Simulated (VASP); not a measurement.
The system is AlP.

```
CELL_PARAMETERS angstrom
3.85444 0.00000 0.00000
1.92722 3.33804 0.00000
1.92722 1.11268 3.14714
ATOMIC_POSITIONS crystal
Al 0.00000 0.00000 0.00000
P 0.25000 0.25000 0.25000
```

Base run:

| Item | Value |
| --- | --- |
| Program | VASP 6.6.1 |
| Functional | revPBE |
| Dispersion | D3(BJ) |
| Potentials or basis | VASP PAW PBE potentials, release 64 (Al, P) |
| Cutoff | 500 eV |
| k mesh | 5 × 5 × 5 |
| Occupations | gaussian, width 0.01 eV |
| Spin | no spin polarisation |

Its results: band gap on the k mesh 1.87 eV, indirect (least direct gap 3.45 eV); pressure -1.5 GPa.

Question: The run is repeated on the same cell with these changes: dispersion from D3(BJ) to none. What comes out?

Answer: Band gap on the k mesh 1.87 eV, indirect (least direct gap 3.45 eV); pressure 3.9 GPa.

Dispersion adds attraction, which lowers the pressure at fixed volume and, as a term added to the energy, leaves the levels alone.

Caveats: the PAW data sets were made with another functional, which shifts forces and pressure a little; three body term missing (some runs).

A k mesh can miss the band edges.
